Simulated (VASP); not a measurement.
Here is a VASP 6.6.1 calculation.

File INCAR:

```
SYSTEM = F
PREC = Accurate
ENCUT = 600
EDIFF = 1E-6
ISMEAR = -1
SIGMA = 0.08
LREAL = .FALSE.
LASPH = .TRUE.
NELM = 120
ALGO = Normal
ISIF = 2
LWAVE = .FALSE.
LCHARG = .FALSE.
GGA = PS
NBANDS = 18
GGA_COMPAT = .FALSE.
```

Contents of KPOINTS:

```
regular mesh
0
G
  10 10 14
  0 0 0
```

File POSCAR:

```
F
1.0
    3.5249612464      0.0000000000      0.0000000000
   -1.7624806232      3.0527059867      0.0000000000
    0.0000000000      0.0000000000      1.5957560051
F
3
Direct
    0.0000000000      0.0000000000      0.0000000000
    0.3333333333      0.6666666667      0.5000000000
    0.6666666667      0.3333333333      0.5000000000
```

Potentials or basis: VASP PAW PBE potentials, release 64 (F).

Run with:

```console
$ cat potpaw_PBE.64/F/POTCAR > POTCAR
$ mpirun -np 1 vasp_std > vasp.out
```

Question: What does it give for the pressure?

Answer: 128.8 GPa.

Question: Estimate the band gap on the k mesh.

Answer: Zero (an odd number of electrons rules out a gap without spin polarisation).

Stress tensor (GPa, compression positive):
```
128.68   0.00   0.00
  0.00 128.68   0.00
  0.00   0.00 129.08
```

Caveat: the cell stands under pressure; the PAW data sets were made with another functional, which shifts forces and pressure a little; an odd number of electrons without spin polarisation forces a metal; a magnetic or distorted state may lie lower.
